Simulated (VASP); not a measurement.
ZrSnO4:

```
Sn Zr O
1.0
     3.39931   -3.43317    0.00000
     3.39931    3.43317    0.00000
     0.00000    0.00000    3.21796
Sn Zr O
1 1 4
Direct
  0.50000 0.50000 0.50000
  0.00000 0.00000 0.00000
  0.19652 0.19652 0.50000
  0.80348 0.80348 0.50000
  0.69244 0.30756 0.00000
  0.30756 0.69244 0.00000
```

Base run:

| Property | Result |
| --- | --- |
| Program | VASP 6.6.1 |
| Functional | r2SCAN |
| Potentials or basis | VASP PAW PBE potentials, release 64 (Sn_d, Zr_sv, O) |
| Cutoff | 520 eV |
| k mesh | 6 × 6 × 8 |
| Occupations | fermi-dirac, width 0.02 eV |
| Spin | no spin polarisation |

Its results: band gap on the k mesh 2.84 eV; pressure 0.7 GPa; largest force 0.066 eV/Å.

Problem. The run is repeated on the same cell with these changes: functional from r2SCAN to PBE. What comes out?

Solution. Band gap on the k mesh 2.23 eV; pressure 5.8 GPa; largest force 0.318 eV/Å.

Caveats: spin-orbit coupling is left out, which moves the levels of the heavy elements; the PAW data sets were made with another functional, which shifts forces and pressure a little (at least some runs); the cell stands under pressure (at least some runs).

A k mesh can miss the band edges.
